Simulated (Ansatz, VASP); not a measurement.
## TiO2 in VASP and in Ansatz

File POSCAR:

```
TiO2
1.0
   -1.7863855706      1.7863855706      5.4550363050
    1.7863855706     -1.7863855706      5.4550363050
    1.7863855706      1.7863855706     -5.4550363050
Ti O
2 4
Direct
    0.0000000000      0.0000000000      0.0000000000
    0.7500000000      0.2500000000      0.5000000000
    0.2061136456      0.2061136456      0.0000000000
    0.9561136456      0.4561136456      0.5000000000
    0.5438863544      0.0438863544      0.5000000000
    0.7938863544      0.7938863544      0.0000000000
```

Contents of INCAR.step1:

```
ALGO     = Normal         # electronic algorithm
EDIFF    = 1E-4           # SCF threshold, eV
ENCUT    = 520            # plane-wave cutoff, eV
GGA      = PE             # functional
ISMEAR   = 0              # smearing method
LASPH    = T              # aspherical terms in the spheres
LCHARG   = F              # write CHGCAR
LDAU     = T              # DFT+U
LDAUJ    = 0 0          
LDAUL    = 2 -1           # shell
LDAUTYPE = 2            
LDAUU    = 4 0            # U, eV
LMAXMIX  = 4              # l up to which the mixer works
LREAL    = F              # projectors in reciprocal space
LWAVE    = T              # write WAVECAR
NBANDS   = 33             # bands
NELM     = 150            # most SCF steps
PREC     = Accurate       # precision mode
SIGMA    = 0.05           # smearing width, eV
```

Contents of INCAR.step2:

```
ALGO     = Normal         # electronic algorithm
EDIFF    = 1E-6           # SCF threshold, eV
ENCUT    = 520            # plane-wave cutoff, eV
ISIF     = 2              # what is computed and relaxed
ISMEAR   = 0              # smearing method
ISTART   = 1            
LASPH    = T              # aspherical terms in the spheres
LCHARG   = F              # write CHGCAR
LDAU     = T              # DFT+U
LDAUJ    = 0 0          
LDAUL    = 2 -1           # shell
LDAUPRINT= 1            
LDAUTYPE = 2            
LDAUU    = 4 0            # U, eV
LMAXMIX  = 4              # l up to which the mixer works
LMIXTAU  = T            
LREAL    = F              # projectors in reciprocal space
LWAVE    = F              # write WAVECAR
METAGGA  = R2SCAN         # meta-GGA
NBANDS   = 33             # bands
NELM     = 150            # most SCF steps
PREC     = Accurate       # precision mode
SIGMA    = 0.05           # smearing width, eV
```

Contents of KPOINTS:

```
k-points
0
Gamma
  10 10 10
```

Input for Ansatz:

```yaml
crystal:
  lattice:
    - [-1.7863855706, 1.7863855706, 5.455036305]
    - [1.7863855706, -1.7863855706, 5.455036305]
    - [1.7863855706, 1.7863855706, -5.455036305]
  atoms:
    - { symbol: Ti, position: [0.0, 0.0, 0.0] }
    - { symbol: Ti, position: [0.75, 0.25, 0.5] }
    - { symbol: O, position: [0.2061136456, 0.2061136456, 0.0] }
    - { symbol: O, position: [0.9561136456, 0.4561136456, 0.5] }
    - { symbol: O, position: [0.5438863544, 0.0438863544, 0.5] }
    - { symbol: O, position: [0.7938863544, 0.7938863544, 0.0] }
basis:
  ecutwfc: 500
kpoints:
  mp_grid: { grid: [10, 10, 10] }
hamiltonian:
  xc: r2scan
  hubbard: { sites: [{ species: Ti, l: d, u_eff: 4.0 }] }
scf:
  occupations: { method: gaussian, width: 0.05 }
output:
  forces: true
  stress: true
  eigenvalues: true
  write_density: true
  write_potential: true
  elf: true
  volumetric_format: npy
```

Alike in both runs: task single point; functional r2SCAN; k mesh 10 × 10 × 10; occupations gaussian, width 0.05 eV; no spin polarisation; Hubbard terms Ti d U = 4.0 eV.

|  | VASP | Ansatz |
| --- | --- | --- |
| version | VASP 6.6.1 | Ansatz 0.2.0 |
| potentials or method | VASP PAW PBE potentials, release 64 (Ti_sv, O), cutoff 520 eV | scalar-relativistic, plane waves, PAW |
| valence electrons in the cell | 48 | 48 |

|  | VASP | Ansatz | Ansatz less VASP |
| --- | --- | --- | --- |
| gap on the k mesh at the Fermi level (eV) | 3.46 | 3.30 | -0.158 |
| least direct gap on the mesh (eV) | 3.61 | 3.55 | -0.058 |
| pressure (GPa) | 14.1 | 8.5 | -5.63 |
| traceless stress, the component that is largest in VASP (GPa) | -25.53 | -21.34 | +4.190 |
| rms of the force components (eV/Å) | 0.755 | 0.722 | -0.0332 |

VASP's potentials were made for PBE, not for r2SCAN. The programs project onto different local orbitals, so the same U acts differently, and such runs can settle in different states. Atom by atom the forces differ by 0.033 eV/Å (rms over components).
